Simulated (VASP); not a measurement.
A run of VASP 6.6.1:

File INCAR:

```
ALGO = Normal
EDIFF = 1E-8
ENCUT = 520
GGA = PE
IBRION = 8
ISIF = 2
ISMEAR = -1
LASPH = True
LCHARG = False
LREAL = False
LWAVE = False
NELM = 80
NSW = 1
PREC = Accurate
SIGMA = 0.15
```

File KPOINTS:

```
k-points
0
Gamma
  12 12 8
```

POSCAR

```
TiTe2
1.0
    3.7664405830      0.0000000000      0.0000000000
   -1.8832202915      3.2618332267      0.0000000000
    0.0000000000      0.0000000000      6.9190239185
Ti Te
1 2
Direct
    0.0000000000      0.0000000000      0.0000000000
    0.6666666667      0.3333333333      0.2506681565
    0.3333333333      0.6666666667      0.7493318435
```

Potentials or basis: VASP PAW PBE potentials, release 64 (Ti_sv, Te).

The run is started by

```bash
$ cat potpaw_PBE.64/Ti_sv/POTCAR potpaw_PBE.64/Te/POTCAR > POTCAR
$ mpirun -np 1 vasp_std > vasp.out
```

Hardware: 1 thread of Oxide Virtual Turin-like Processor (shared host).

Task: How long does it take, and how much memory?

Result: It took 83 min on 1 thread of Oxide Virtual Turin-like Processor, on a shared host, peak memory 1.6 GiB. Counts: scf iterations 106, k points 131.
